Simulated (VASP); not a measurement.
# SiNi (Pnma) in VASP: electric field gradients with PBEsol

Aim: the electric field gradients of SiNi with PBEsol.

Everything below comes from runs of VASP 6.6.1. Logs are shortened: lines on timing, memory, paths and dates and some standing lists are left out, and cuts for length are marked.

## 1. The cell of the first run

Symmetry: Pnma, No. 62, orthorhombic system. Conventional cell: a = 5.104 Å, b = 3.348 Å, c = 5.533 Å, α = 90.00°, β = 90.00°, γ = 90.00°. Si (site symmetry m) has 6 Ni at 2.26 to 2.38 Å and 2 Si at 2.65 Å within 3.0 Å. Ni (site symmetry m) has 6 Si at 2.26 to 2.38 Å and 4 Ni at 2.64 to 2.67 Å within 3.0 Å.

## 2. Electric field gradients, PBEsol

Input file INCAR:

```
SYSTEM = SiNi
PREC = Accurate
ENCUT = 520
EDIFF = 1E-8
ISMEAR = -1
SIGMA = 0.15
LREAL = .False.
LASPH = .True.
NELM = 60
ALGO = Normal
ISIF = 2
LWAVE = .False.
LCHARG = .False.
GGA = PS
LEFG = .True.
NBANDS = 38
```

Input file KPOINTS:

```
regular mesh
0
Gamma
  8 10 6
  0 0 0
```

Input file POSCAR:

```
SiNi
1.0
    5.1039670127      0.0000000000      0.0000000000
    0.0000000000      3.3475960595      0.0000000000
    0.0000000000      0.0000000000      5.5332438767
Si Ni
4 4
Direct
    0.3212179394      0.7500000000      0.0857690402
    0.1787820606      0.2500000000      0.5857690402
    0.8212179394      0.7500000000      0.4142309598
    0.6787820606      0.2500000000      0.9142309598
    0.0092114515      0.2500000000      0.1874431825
    0.4907885485      0.7500000000      0.6874431825
    0.5092114515      0.2500000000      0.3125568175
    0.9907885485      0.7500000000      0.8125568175
```

Potentials or basis: VASP PAW PBE potentials, release 64 (Si, Ni).

On the command line:

```bash
$ cat potpaw_PBE.64/Si/POTCAR potpaw_PBE.64/Ni/POTCAR > POTCAR
$ mpirun -np 1 vasp_std > vasp.out
```

OUTCAR:

```text
SYSTEM = SiNi
   PREC = Accurate
   ENCUT = 520
   EDIFF = 1E-8
   ISMEAR = -1
   LREAL = .False.
   LASPH = .True.
   NELM = 60
   ISIF = 2
   GGA = PS

 ion  position               nearest neighbor table
   1  0.321  0.750  0.086-   8 2.26   7 2.30   7 2.30   6 2.37   5 2.38   5 2.38   4 2.65   4 2.65
                             3 3.13   3 3.13
   2  0.179  0.250  0.586-   7 2.26   8 2.30   8 2.30   5 2.37   6 2.38   6 2.38   3 2.65   3 2.65
                             4 3.13   4 3.13
   3  0.821  0.750  0.414-   6 2.26   5 2.30   5 2.30   8 2.37   7 2.38   7 2.38   2 2.65   2 2.65
                             1 3.13   1 3.13
   4  0.679  0.250  0.914-   5 2.26   6 2.30   6 2.30   7 2.37   8 2.38   8 2.38   1 2.65   1 2.65
                             2 3.13   2 3.13
   5  0.009  0.250  0.187-   4 2.26   3 2.30   3 2.30   2 2.37   1 2.38   1 2.38   7 2.64   7 2.64
                             8 2.67   8 2.67
   6  0.491  0.750  0.687-   3 2.26   4 2.30   4 2.30   1 2.37   2 2.38   2 2.38   8 2.64   8 2.64
                             7 2.67   7 2.67
   7  0.509  0.250  0.313-   2 2.26   1 2.30   1 2.30   4 2.37   3 2.38   3 2.38   5 2.64   5 2.64
                             6 2.67   6 2.67
   8  0.991  0.750  0.813-   1 2.26   2 2.30   2 2.30   3 2.37   4 2.38   4 2.38   6 2.64   6 2.64
                             5 2.67   5 2.67

  LATTYP: Found a simple orthorhombic cell.
 ALAT       =     3.3475960595
 B/A-ratio  =     1.5246663343
 C/A-ratio  =     1.6529007020

  Lattice vectors:

 A1 = (   0.0000000000,  -3.3475960595,   0.0000000000)
 A2 = (   5.1039670127,   0.0000000000,   0.0000000000)
 A3 = (   0.0000000000,   0.0000000000,   5.5332438767)

Analysis of symmetry for initial positions (statically):
=====================================================================
 Subroutine PRICEL returns:
 Original cell was already a primitive cell.

 Routine SETGRP: Setting up the symmetry group for a
 simple orthorhombic supercell.

 Subroutine GETGRP returns: Found  8 space group operations
 (whereof  2 operations were pure point group operations)
 out of a pool of  8 trial point group operations.

The static configuration has the point symmetry S_2 .
 The point group associated with its full space group is D_2h.

Analysis of symmetry for dynamics (positions and initial velocities):
=====================================================================
 Subroutine PRICEL returns:
 Original cell was already a primitive cell.

 Routine SETGRP: Setting up the symmetry group for a
 simple orthorhombic supercell.

 Subroutine GETGRP returns: Found  8 space group operations
 (whereof  2 operations were pure point group operations)
 out of a pool of  8 trial point group operations.

The dynamic configuration has the point symmetry S_2 .
 The point group associated with its full space group is D_2h.

 Subroutine INISYM returns: Found  8 space group operations
 (whereof  2 operations are pure point group operations),
 and found     1 'primitive' translations

----------------------------------------------------------------------------------------

                                     Primitive cell

  volume of cell :      94.5411

  direct lattice vectors                    reciprocal lattice vectors
     5.103967013  0.000000000  0.000000000     0.195926031  0.000000000  0.000000000
     0.000000000  3.347596059  0.000000000     0.000000000  0.298721824  0.000000000
     0.000000000  0.000000000  5.533243877     0.000000000  0.000000000  0.180725813

  length of vectors
     5.103967013  3.347596059  5.533243877     0.195926031  0.298721824  0.180725813

  position of ions in fractional coordinates (direct lattice)
     0.321217939  0.750000000  0.085769040
     0.178782061  0.250000000  0.585769040
     0.821217939  0.750000000  0.414230960
     0.678782061  0.250000000  0.914230960
     0.009211452  0.250000000  0.187443182
     0.490788548  0.750000000  0.687443182
     0.509211452  0.250000000  0.312556818
     0.990788548  0.750000000  0.812556818

  ion indices of the primitive-cell ions
   primitive index   ion index
                 1           1
                 2           2
                 3           3
                 4           4
                 5           5
[... 81 lines left out ...]
   ISIF   =      2    stress and relaxation
   ISYM   =      2    0-nonsym 1-usesym 2-fastsym
   POTIM  = 0.5000    time-step for ionic-motion
   TEBEG  =    0.0;   TEEND  =   0.0 temperature during run
   PSTRESS=    0.0 pullay stress
   NELECT =      56.0000    total number of electrons
   NUPDOWN=      -1.0000    fix difference up-down
   EMIN   =  10.00;   EMAX   =-10.00  energy-range for DOS
   EFERMI =   0.00;   METHOD = LEGACY
   ISMEAR =    -1;   SIGMA  =   0.15  broadening in eV -4-tet -1-fermi 0-gaus
   EFERMI_NEDOS =   21; number of points for ismear=-14 and -15
   IALGO  =     38    algorithm
   IMIX   =      4    mixing-type and parameters
     AMIX     =   0.40;   BMIX     =  1.00
     AMIX_MAG =   1.60;   BMIX_MAG =  1.00
  volume/ion in A,a.u.               =      11.82        79.75
  Fermi-wavevector in a.u.,A,eV,Ry     =   1.374877  2.598141 25.718923  1.890288
  Thomas-Fermi vector in A             =   2.500264
   LORBIT       =      0    0 simple, 1 ext, 2 COOP (PROOUT), +10 PAW based schemes
   GGA     = PS    functional components
   LHFCALC =     F    Hartree Fock is set to
   AEXX    =    0.0000 exact exchange contribution
   IVDW    =     0    specifies the selected vdW correction
   LEPSILON=     F    determine dielectric tensor
   LRPA    =     F    only Hartree local field effects (RPA)
 non-spin polarized calculation
  energy-cutoff  :      520.00
  volume of cell :       94.54
 maximum number of plane-waves:      2568
 NGX is ok and might be reduce to    40
   NGX = 19   NGY = 13   NGZ = 21

 number of electron      56.0000014 magnetization

 Free energy of the ion-electron system (eV)
  ---------------------------------------------------
  ext. energy  EPLUGINS =         0.00000000
  ---------------------------------------------------
  free energy    TOTEN  =       -52.33961471 eV

  energy without entropy =      -52.18079386  energy(sigma->0) =      -52.26020429

 E-fermi :  10.6815     XC(G=0): -12.4490

 val. band max:       10.6695014312   @ k =   0.0000   0.0000   0.3333
 cond. band min:      10.6883443659   @ k =   0.1250   0.4000   0.0000
 fundamental gap:      0.0188429347
 Fermi energy:        10.6814906356

 k-point     1 :       0.0000    0.0000    0.0000
  band No.  band energies     occupation
      1      -2.5219      2.00000
      2       0.9697      2.00000
      3       2.1741      2.00000
      4       2.7995      2.00000
      5       4.0130      2.00000
      6       4.5343      2.00000
[... 973 lines left out ...]
     37      16.7007      0.00000
     38      17.3359      0.00000

 [... further k-points ...]
[... 5 lines left out ...]
  --------------------------------------------------------------------------------------
  -------------------------------------------------------------------------------------
  Total        0.1507406      0.0629088      0.1380542      0.0000000      0.0000000      0.0000000
  in kB        2.5545839      1.0661089      2.3395884      0.0000000      0.0000000      0.0000000
  external PRESSURE =       1.9867604 kB  Pullay stress =       0.0000000 kB

 VOLUME and BASIS-vectors are now :
 -----------------------------------------------------------------------------
  energy-cutoff  :      520.00
  volume of cell :       94.54
      direct lattice vectors                 reciprocal lattice vectors
     5.103967013  0.000000000  0.000000000     0.195926031  0.000000000  0.000000000
     0.000000000  3.347596059  0.000000000     0.000000000  0.298721824  0.000000000
     0.000000000  0.000000000  5.533243877     0.000000000  0.000000000  0.180725813

 POSITION                                       TOTAL-FORCE (eV/Angst)
 -----------------------------------------------------------------------------------
      1.63949      2.51070      0.47458        -0.001501      0.000000      0.003600
      0.91250      0.83690      3.24120         0.001501      0.000000      0.003600
      4.19147      2.51070      2.29204        -0.001501      0.000000     -0.003600
      3.46448      0.83690      5.05866         0.001501      0.000000     -0.003600
      0.04701      0.83690      1.03717         0.012737     -0.000000     -0.002907
      2.50497      2.51070      3.80379        -0.012737      0.000000     -0.002907
      2.59900      0.83690      1.72945         0.012737     -0.000000      0.002907
      5.05695      2.51070      4.49608        -0.012737      0.000000      0.002907
 -----------------------------------------------------------------------------------
    total drift:                                0.000000     -0.000000     -0.000000

  FREE ENERGIE OF THE ION-ELECTRON SYSTEM (eV)
  ---------------------------------------------------
  free  energy   TOTEN  =       -52.3396147149 eV

  energy  without entropy=      -52.1807938576  energy(sigma->0) =      -52.26020429

 Electric field gradients (V/A^2)
---------------------------------------------------------------------
 ion       V_xx      V_yy      V_zz      V_xy      V_xz      V_yz
---------------------------------------------------------------------
   1      -1.608    -1.639     3.247    -0.000   -19.128    -0.000
   2      -1.608    -1.639     3.247     0.000    19.128     0.000
   3      -1.608    -1.639     3.247    -0.000    19.128    -0.000
   4      -1.608    -1.639     3.247    -0.000   -19.128    -0.000
   5      -7.496     7.712    -0.216    -0.000    -0.992     0.000
   6      -7.496     7.712    -0.216     0.000     0.992     0.000
   7      -7.496     7.712    -0.216    -0.000     0.992    -0.000
   8      -7.496     7.712    -0.216    -0.000    -0.992    -0.000
---------------------------------------------------------------------

 Electric field gradients after diagonalization (V/A^2)
 (convention: |V_zz| > |V_xx| > |V_yy|)
----------------------------------------------------------------------
 ion       V_xx      V_yy      V_zz     asymmetry (V_yy - V_xx)/ V_zz
----------------------------------------------------------------------
   1     -18.461    -1.639    20.100       0.837
   2     -18.461    -1.639    20.100       0.837
   3     -18.461    -1.639    20.100       0.837
   4     -18.461    -1.639    20.100       0.837
   5      -7.629    -0.083     7.712       0.979
   6      -7.629    -0.083     7.712       0.979
   7      -7.629    -0.083     7.712       0.979
   8      -7.629    -0.083     7.712       0.979
----------------------------------------------------------------------

           NMR quadrupolar parameters

 Cq : quadrupolar parameter    Cq=e*Q*V_zz/h
 eta: asymmetry parameters     (V_yy - V_xx)/ V_zz
 Q  : nuclear electric quadrupole moment in mb (millibarn)
----------------------------------------------------------------------
 ion       Cq(MHz)       eta       Q (mb)
----------------------------------------------------------------------
   1       0.049       0.837       1.000
   2       0.049       0.837       1.000
   3       0.049       0.837       1.000
   4       0.049       0.837       1.000
   5       0.019       0.979       1.000
   6       0.019       0.979       1.000
   7       0.019       0.979       1.000
   8       0.019       0.979       1.000
----------------------------------------------------------------------
```

Wall time 13 min (1 thread of Intel Xeon 8259CL, shared host); peak memory 0.44 GiB.

Results:

```yaml
Free_energy: -52.3396 eV
Pressure: 0.2 GPa
Largest_force: 0.013 eV/Å
Band_gap_on_the_k_mesh: zero (bands 28 and 29 overlap by 1.85 eV)
Largest_electric_field_gradient_by_atom: Si +20.1; Ni +7.7 V/Å²
```

Forces in eV/Å, atoms in the order of the input:
```
Si  -0.002  0.000  0.004
Si   0.002  0.000  0.004
Si  -0.002  0.000 -0.004
Si   0.002  0.000 -0.004
Ni   0.013  0.000 -0.003
Ni  -0.013  0.000 -0.003
Ni   0.013  0.000  0.003
Ni  -0.013  0.000  0.003
```

Electric field gradients, principal values (V/Å²):
```
atom   least   middle  greatest (by size)
1 Si  -1.639  -18.461              20.100
2 Si  -1.639  -18.461              20.100
3 Si  -1.639  -18.461              20.100
4 Si  -1.639  -18.461              20.100
5 Ni  -0.083   -7.629               7.712
6 Ni  -0.083   -7.629               7.712
7 Ni  -0.083   -7.629               7.712
8 Ni  -0.083   -7.629               7.712
```

Caveat: without QUAD_EFG the Cq values of the log hold for a quadrupole moment of 1 mb, not for the nuclei; the PAW data sets were made with another functional, which shifts forces and pressure a little. Spin polarisation is off, so any magnetic state and its effect on volume and gap are missing.
